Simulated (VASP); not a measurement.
Runs of VASP 6.6.1 on KCl. The structure is that of space group Pm-3m (No. 221), or close to it. The cells are those of the table. 

```tsv
cell	gap on the mesh (eV)	pressure (GPa)
a = 3.839, b = 3.686 Å, 2 atoms	4.39	(d)
a = 3.839, b = 3.878 Å, 2 atoms	(a)	-3.2
a = 3.839, b = 3.724 Å, 2 atoms	4.39	-2.7
a = 3.839, b = 3.954 Å, 2 atoms	4.20	-3.4
a = 3.839, b = 3.762 Å, 2 atoms	(b)	-2.9
a = 3.839, b = 3.993 Å, 2 atoms	4.14	-3.5
a = 3.839, b = 3.916 Å, 2 atoms	(c)	-3.3
a = 3.839, b = 3.974 Å, 2 atoms	4.17	-3.5
```

Alike in all rows: task single point; level LDA; potentials or basis VASP PAW LDA potentials, release 64 (K_sv, Cl); no spin polarisation; k mesh 6 × 6 × 6; cutoff (eV) 520; smearing gaussian 0.05 eV.

Problem. Fill in the values left out.

Solution. (a) 4.31; (b) 4.38; (c) 4.26; (d) -2.6.

Caveats: the cell stands under tension (at least some runs).

A k mesh can miss the band edges.
